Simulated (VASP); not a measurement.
# InAs (I-4m2) in VASP: further runs, part 2 of 2

VASP 6.6.1. The steps go on from the part before.

## Step 4: Single point, PBEsol (strain +0.080 along x and y, +0.000 along z)

The input, INCAR:

```
  PREC = Accurate
  ENCUT = 520
  EDIFF = 1E-6
  ISMEAR = 0
  SIGMA = 0.15
  LREAL = False
  LASPH = True
  NELM = 100
  ALGO = Normal
  ISIF = 2
  LWAVE = False
  LCHARG = False
  GGA = PS
  NBANDS = 16
```

The input, KPOINTS:

```
regular mesh
0
Gamma
  14 14 14
```

The input, POSCAR:

```
InAs
1.0
    0.0000000000      3.2659200000      3.0240000000
    3.2659200000      0.0000000000      3.0240000000
    3.2659200000      3.2659200000      0.0000000000
In As
1 1
Direct
    0.0000000000      0.0000000000      0.0000000000
    0.7500000000      0.7500000000      0.7500000000
```

Potentials or basis: VASP PAW PBE potentials, release 64 (In_d, As).

Run with:

```
$ cat potpaw_PBE.64/In_d/POTCAR potpaw_PBE.64/As/POTCAR > POTCAR
$ mpirun -np 1 vasp_std > vasp.out
```

OUTCAR:

```text
PREC = Accurate
   ENCUT = 520
   EDIFF = 1E-6
   ISMEAR = 0
   LREAL = False
   LASPH = True
   NELM = 100
   ISIF = 2
   GGA = PS

 ion  position               nearest neighbor table
   1  0.000  0.000  0.000-   2 2.76   2 2.76   2 2.76   2 2.76
   2  0.750  0.750  0.750-   1 2.76   1 2.76   1 2.76   1 2.76

  LATTYP: Found a body centered tetragonal cell.
 ALAT       =     4.6187083576
 C/A-ratio  =     1.3094570022

  Lattice vectors:

 A1 = (   0.0000000000,  -3.2659200000,  -3.0240000000)
 A2 = (   0.0000000000,   3.2659200000,  -3.0240000000)
 A3 = (   3.2659200000,   0.0000000000,   3.0240000000)

Analysis of symmetry for initial positions (statically):
=====================================================================
 Subroutine PRICEL returns:
 Original cell was already a primitive cell.

 Routine SETGRP: Setting up the symmetry group for a
 body centered tetragonal supercell.

 Subroutine GETGRP returns: Found  8 space group operations
 (whereof  8 operations were pure point group operations)
 out of a pool of 16 trial point group operations.

The static configuration has the point symmetry D_2d.

[... 161 lines left out ...]
 E-fermi :   3.1379     XC(G=0):  -8.6327

 val. band max:        3.1370233987   @ k =   0.0000   0.0000   0.0000
 cond. band min:       3.3083344297   @ k =   0.0714  -0.0000   0.0000
 fundamental gap:      0.1713110311
 Fermi energy:         3.1379474495

 k-point     1 :       0.0000    0.0000    0.0000
  band No.  band energies     occupation
      1     -11.1529      2.00000
      2     -11.1529      2.00000
      3     -11.1301      2.00000
      4     -11.0809      2.00000
      5     -11.0632      2.00000
      6      -8.0455      2.00000
[... 433 lines left out ...]
      3     -11.1317      2.00000
      4     -11.0881      2.00000
      5     -11.0560      2.00000
      6      -7.4784      2.00000
[... 8 lines left out ...]
     15      12.1176      0.00000
     16      12.1549      0.00000

 [... further k-points ...]

------------------------ aborting loop because EDIFF is reached ----------------------------------------

  FORCE on cell =-STRESS in cart. coord.  units (eV):
  Direction    XX          YY          ZZ          XY          YZ          ZX
  --------------------------------------------------------------------------------------
  -------------------------------------------------------------------------------------
  Total       -2.5124030     -2.5124030     -1.5559252      0.0000000     -0.0000000     -0.0000000
  in kB      -62.3989113    -62.3989113    -38.6434978      0.0000000     -0.0000000     -0.0000000
  external PRESSURE =     -54.4804401 kB  Pullay stress =       0.0000000 kB

 VOLUME and BASIS-vectors are now :
 -----------------------------------------------------------------------------
  energy-cutoff  :      520.00
  volume of cell :       64.51
      direct lattice vectors                 reciprocal lattice vectors
     0.000000000  3.265920000  3.024000000    -0.153096218  0.153096218  0.165343915
     3.265920000  0.000000000  3.024000000     0.153096218 -0.153096218  0.165343915
     3.265920000  3.265920000  0.000000000     0.153096218  0.153096218 -0.165343915

 POSITION                                       TOTAL-FORCE (eV/Angst)
 -----------------------------------------------------------------------------------
      0.00000      0.00000      0.00000        -0.000000     -0.000000     -0.000000
      4.89888      4.89888      4.53600         0.000000      0.000000      0.000000
 -----------------------------------------------------------------------------------
    total drift:                                0.000000      0.000000      0.000000

  FREE ENERGIE OF THE ION-ELECTRON SYSTEM (eV)
  ---------------------------------------------------
  free  energy   TOTEN  =        -8.3132185546 eV

  energy  without entropy=       -8.3129488234  energy(sigma->0) =       -8.31308369
```

OSZICAR:

```text
N       E                     dE             d eps       ncg     rms          rms(c)
DAV:   1     0.111190875278E+03    0.11119E+03   -0.81478E+03  7840   0.116E+03
DAV:   2    -0.705675861135E+00   -0.11190E+03   -0.10739E+03  8544   0.284E+02
DAV:   3    -0.835290901870E+01   -0.76472E+01   -0.76097E+01 10280   0.741E+01
DAV:   4    -0.855436971569E+01   -0.20146E+00   -0.20142E+00  9664   0.138E+01
DAV:   5    -0.856425799989E+01   -0.98883E-02   -0.98881E-02 11824   0.254E+00    0.342E+00
DAV:   6    -0.833421508939E+01    0.23004E+00   -0.37390E-01 12248   0.951E+00    0.186E+00
DAV:   7    -0.831408796146E+01    0.20127E-01   -0.78243E-02 10192   0.235E+00    0.617E-01
DAV:   8    -0.831282195663E+01    0.12660E-02   -0.85426E-03  9912   0.992E-01    0.125E-01
DAV:   9    -0.831315038502E+01   -0.32843E-03   -0.80063E-04 10096   0.269E-01    0.819E-02
DAV:  10    -0.831319613592E+01   -0.45751E-04   -0.72450E-05 12072   0.802E-02    0.427E-02
DAV:  11    -0.831321841096E+01   -0.22275E-04   -0.44658E-05  9416   0.651E-02    0.219E-02
DAV:  12    -0.831321855460E+01   -0.14364E-06   -0.21968E-06  8904   0.113E-02
   1 F= -.83132186E+01 E0= -.83130837E+01  d E =-.269731E-03
```

It took 3.7 min on 1 thread of Intel Xeon Platinum 8259CL at 2.50GHz (Skylake/Cascade Lake), shared host; peak memory 0.4 GiB.

What came out:

| Item | Value |
| --- | --- |
| Free energy | -8.3132 eV |
| Pressure | -5.4 GPa |

Levels at points of the mesh, in eV from the Fermi level:
```csv
k point,band 7,band 8,band 9,band 10,band 11,band 12
"(0.00, 0.00, 0.00)",-1.26,-0.29,-0.29,0.00,3.50,3.66
"(0.50, 0.00, 0.00)",-5.30,-1.18,-0.78,0.33,4.13,4.56
"(0.50, 0.50, 0.00)",-5.22,-2.29,-2.29,1.31,1.33,7.99
"(0.50, 0.00, 0.50)",-5.58,-1.94,-1.91,1.57,1.92,7.58
```

Caveat: the cell differs from its parent crystal (strain +0.080 along x and y, +0.000 along z); the PAW data sets were made with another functional, which shifts forces and pressure a little; spin-orbit coupling is left out, which moves the levels of the heavy elements.

## Step 5: Overview

| cell | gap on the mesh (eV) | pressure (GPa) |
| --- | --- | --- |
| a = 4.290, b = 4.290, c = 3.934 Å, angles 62.7, 62.7, 54.6°, 2 atoms | none | 7.3 |
| a = 4.451, b = 4.451, c = 4.277 Å, angles 61.3, 61.3, 57.4°, 2 atoms | none | -2.8 |
| a = 4.451, b = 4.451, c = 4.619 Å, angles 58.7, 58.7, 62.5°, 2 atoms | - | -5.4 |

Alike in all rows: task single point; level PBEsol; potentials or basis VASP PAW PBE potentials, release 64 (In_d, As); no spin polarisation; k mesh 14 × 14 × 14; cutoff (eV) 520; smearing gaussian 0.15 eV.

Caveats: the PAW data sets were made with another functional, which shifts forces and pressure a little; spin-orbit coupling is left out, which moves the levels of the heavy elements.

Absolute energies hang on the potentials; compare differences alone.
